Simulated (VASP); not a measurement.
Write the native input for VASP 6.6.1 that does the following.

- Task: single point
- Functional: LDA
- Potentials or basis: VASP PAW LDA potentials, release 64 (Al, Ga_d, N)
- Cutoff: 520 eV
- k mesh: 8 × 8 × 6
- Occupations: gaussian, width 0.05 eV
- Spin: no spin polarisation
- Dipole correction: no
- Further INCAR settings: ALGO = Normal; EDIFF = 1e-07; NBANDS = 21

The structure of AlGaN2 lies in POSCAR:

```
AlGaN2
1.0
    3.0374043075      0.0000000000      0.0000000000
    0.0000000000      3.0374043075      0.0000000000
    0.0000000000      0.0000000000      4.4939384225
Al Ga N
1 1 2
Direct
    0.5000000000      0.5000000000      0.5000000000
    0.0000000000      0.0000000000      0.0000000000
    0.5000000000      0.0000000000      0.7400513246
    0.0000000000      0.5000000000      0.2599486754
```

This cell differs from its parent crystal: strain -0.025 along x and y, +0.025 along z.

One way to write it, as run:

INCAR

```
  PREC = Accurate
  ENCUT = 520
  EDIFF = 1E-7
  ISMEAR = 0
  SIGMA = 0.05
  LREAL = False
  LASPH = True
  NELM = 100
  ALGO = Normal
  ISIF = 2
  LWAVE = False
  LCHARG = False
  NBANDS = 21
```

KPOINTS

```
regular mesh
0
Gamma
  8 8 6
```

Potentials or basis: VASP PAW LDA potentials, release 64 (Al, Ga_d, N).

The run is started by

```bash
$ cat potpaw_LDA.64/Al/POTCAR potpaw_LDA.64/Ga_d/POTCAR potpaw_LDA.64/N/POTCAR > POTCAR
$ mpirun -np 1 vasp_std > vasp.out
```

Results of the run:

```json
{
  "Pressure": "6.5 GPa",
  "Largest force": "0.048 eV/Å",
  "Band gap on the k mesh": "3.08 eV, indirect (least direct gap 3.17 eV)"
}
```

Caveat: the cell differs from its parent crystal (strain -0.025 along x and y, +0.025 along z).

Run time: 56 s on 1 thread of Intel Xeon 8259CL, with other jobs on the host, peak memory 0.17 GiB.
